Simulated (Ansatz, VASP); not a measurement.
## Te in VASP and in Ansatz

The input INCAR:

```
PREC     = Accurate       # precision mode
ENCUT    = 520            # plane-wave cutoff, eV
EDIFF    = 1E-6           # SCF threshold, eV
ISMEAR   = 0              # smearing method
SIGMA    = 0.15           # smearing width, eV
LREAL    = False          # projectors in reciprocal space
LASPH    = True           # aspherical terms in the spheres
NELM     = 80             # most SCF steps
ALGO     = Normal         # electronic algorithm
ISIF     = 2              # what is computed and relaxed
LWAVE    = False          # write WAVECAR
LCHARG   = False          # write CHGCAR
GGA      = PE             # functional
NBANDS   = 9              # bands
```

Contents of KPOINTS:

```
regular mesh
0
Gamma
  15 15 15
```

The input POSCAR:

```
Te
1.0
    2.2544614191      1.3016139072      1.8080688904
   -2.2544614191      1.3016139072      1.8080688904
    0.0000000000     -2.6032278144      1.8080688904
Te
1
Direct
    0.5000000000      0.5000000000      0.5000000000
```

Input for Ansatz:

```yaml
crystal:
  lattice:
    - [2.2544614191, 1.3016139072, 1.8080688904]
    - [-2.2544614191, 1.3016139072, 1.8080688904]
    - [0.0, -2.6032278144, 1.8080688904]
  atoms:
    - { symbol: Te, position: [0.5, 0.5, 0.5] }
basis:
  ecutwfc: 420
kpoints:
  mp_grid: { grid: [15, 15, 15] }
hamiltonian:
  xc: pbe
scf:
  occupations: { method: gaussian, width: 0.15 }
output:
  forces: true
  stress: true
  eigenvalues: true
```

Alike in both runs: task single point; functional PBE; k mesh 15 × 15 × 15; occupations gaussian, width 0.15 eV; no spin polarisation.

```csv
,VASP,Ansatz
version,VASP 6.6.1,Ansatz 0.2.0
potentials or method,"VASP PAW PBE potentials, release 64 (Te), cutoff 520 eV","scalar-relativistic, plane waves, PAW"
valence electrons in the cell,6,16
```

|  | VASP | Ansatz | Ansatz less VASP |
| --- | --- | --- | --- |
| gap on the k mesh at the Fermi level (eV) | none | none | - |
| pressure (GPa) | 1.4 | 1.5 | +0.04 |

A gap of «none» marks a metal or a gap that the smearing closes. With one functional, cell and mesh, what is left measures potentials, basis and numerics. VASP's potentials hold 6 valence electrons a cell and Ansatz's 16, so a difference there can come from the potentials and not from the codes.

Neither program's run includes spin-orbit coupling.
